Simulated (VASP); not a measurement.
TiSi2: single point with PBE-based screened hybrid with 25 % exact exchange

The system is TiSi2.

```
CELL_PARAMETERS angstrom
-1.47287 1.71213 4.21208
1.47287 -1.71213 4.21208
1.47287 1.71213 -4.21208
ATOMIC_POSITIONS crystal
Ti 0.00000 0.00000 0.00000
Si 0.67008 0.67008 0.00000
Si 0.32992 0.32992 0.00000
```

* Program: VASP 6.6.1
* Task: single point
* Functional: PBE-based screened hybrid with 25 % exact exchange
* Potentials or basis: VASP PAW PBE potentials, release 64 (Ti_sv, Si)
* Cutoff: 520 eV
* k mesh: 6 × 6 × 6
* Occupations: fermi-dirac, width 0.05 eV
* Spin: no spin polarisation
* Dipole correction: no
* Grid for exact exchange (PRECFOCK): Normal
* Share of exact exchange: 0.25
* Further INCAR settings: ALGO = Normal; EDIFF = 1e-06; NBANDS = 17
* Screening parameter: 0.15 1/Å

```json
{
  "Pressure": "-3.5 GPa",
  "Largest force": "0.176 eV/Å",
  "Band gap on the k mesh": "zero (bands 10 and 11 overlap by 3.21 eV)"
}
```

Forces on the atoms (eV/Å):
```
Ti   0.000  0.000  0.000
Si   0.000  0.000  0.176
Si   0.000  0.000 -0.176
```

Stress tensor (GPa, compression positive):
```
-1.72  0.00  0.00
 0.00 -3.75  0.00
 0.00  0.00 -5.08
```

Levels at points of the mesh, in eV from the Fermi level:
| k point | band 8 | band 9 | band 10 | band 11 | band 12 | band 13 |
| --- | --- | --- | --- | --- | --- | --- |
| (0.00, 0.00, 0.00) | -2.60 | -1.01 | 1.18 | 2.50 | 3.31 | 3.54 |
| (0.50, 0.00, 0.00) | -4.59 | -1.02 | 1.59 | 2.85 | 3.40 | 4.36 |
| (0.00, 0.50, 0.00) | -4.12 | -1.18 | -0.59 | 1.39 | 3.20 | 4.22 |
| (0.50, 0.50, 0.00) | -5.41 | -3.47 | -1.64 | -1.17 | 3.13 | 3.75 |
| (0.50, 0.50, 0.50) | -1.61 | -0.50 | 0.77 | 2.77 | 2.95 | 3.37 |

Run time: 22 min on 1 × NVIDIA H100 80GB with 1 thread of AMD EPYC 7R13 Processor (Zen 3), with other jobs on the host, peak memory 1.3 GiB.

Caveat: the k points lie up to 0.38 Å⁻¹ apart, too coarse for converged energies and pressures of a metal; the PAW data sets were made with another functional, which shifts forces and pressure a little.
